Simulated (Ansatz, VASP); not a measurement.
## MgSn6N: VASP beside Ansatz

```xyz
8
Lattice="6.7373 0.0000 0.0000 -3.3687 5.8347 0.0000 0.0000 0.0000 5.1506" Properties=species:S:1:pos:R:3 pbc="T T T"
Mg    0.0000    3.8898    2.5753
Sn   -2.5609    3.8434    3.9400
Sn    1.3206    1.6952    3.9400
Sn   -1.3206    1.6952    1.2106
Sn    2.5609    3.8434    1.2106
Sn    2.1284    0.2961    1.2106
Sn    4.6089    0.2961    3.9400
N     0.0000    0.0000    0.0000
```

Alike in both runs: functional PBE; k mesh 3 × 3 × 3; occupations gaussian, width 0.2 eV; no spin polarisation.

Ansatz relaxed the structure, and its values are those at the end. VASP's run is a single point on that final structure, the one shown.

|  | VASP | Ansatz |
| --- | --- | --- |
| version | VASP 6.6.1 | Ansatz 0.2.0 |
| potentials or method | VASP PAW PBE potentials, release 64 (Mg, Sn_d, N), cutoff 520 eV | scalar-relativistic, plane waves, PAW |
| valence electrons in the cell | 91 | 99 |

|  | VASP | Ansatz | Ansatz less VASP |
| --- | --- | --- | --- |
| gap on the k mesh at the Fermi level (eV) | none | none | - |
| pressure (GPa) | 0.3 | 0.4 | +0.06 |
| rms of the force components (eV/Å) | 0.017 | 0.018 | +0.0016 |

A gap of «none» marks a metal or a gap that the smearing closes. With one functional, cell and mesh, what is left measures potentials, basis and numerics. VASP's potentials hold 91 valence electrons a cell and Ansatz's 99, so a difference there can come from the potentials and not from the codes.

The k mesh is coarse, so the values compare programs but aren't converged.
